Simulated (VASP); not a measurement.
Set up this calculation in VASP 6.6.1, as the native input.

* Task: single point
* Functional: PBEsol
* Potentials or basis: VASP PAW PBE potentials, release 64 (Zn)
* Cutoff: 520 eV
* k mesh: 16 × 16 × 16
* Occupations: fermi-dirac, width 0.1 eV
* Spin: no spin polarisation
* Dipole correction: no
* Further INCAR settings: ALGO = Normal; EDIFF = 1e-07; NBANDS = 19

The structure of Zn lies in POSCAR:

```
Zn
1.0
    0.0000000000      2.8265797820      2.8265797820
    2.8265797820      0.0000000000      2.8265797820
    2.8265797820      2.8265797820      0.0000000000
Zn
2
Direct
    0.1250000000      0.1250000000      0.1250000000
    0.8750000000      0.8750000000      0.8750000000
```

The input as run:

INCAR

```
ALGO     = Normal         # electronic algorithm
EDIFF    = 1E-7           # SCF threshold, eV
ENCUT    = 520            # plane-wave cutoff, eV
GGA      = PS             # functional
ISIF     = 2              # what is computed and relaxed
ISMEAR   = -1             # smearing method
LASPH    = True           # aspherical terms in the spheres
LCHARG   = True           # write CHGCAR
LELF     = True           # ELF
LREAL    = False          # projectors in reciprocal space
LVHAR    = True         
LWAVE    = False          # write WAVECAR
NBANDS   = 19             # bands
NELM     = 80             # most SCF steps
PREC     = Accurate       # precision mode
SIGMA    = 0.1            # smearing width, eV
```

KPOINTS

```
k-points
0
Gamma
  16 16 16
```

Potentials or basis: VASP PAW PBE potentials, release 64 (Zn).

Launch:

```console
$ cat potpaw_PBE.64/Zn/POTCAR > POTCAR
$ mpirun -np 1 vasp_std > vasp.out
```

Results of the run:

The pressure is 0.3 GPa and the band gap on the k mesh is zero (band 12 reaches 6.06 eV, above the bottom of band 13 at -0.35 eV).

Caveat: the PAW data sets were made with another functional, which shifts forces and pressure a little.

Run time: 80 s on 1 thread of AMD EPYC 7R43 64-Core Processor (Zen 3), on a shared host, peak memory 0.2 GiB.
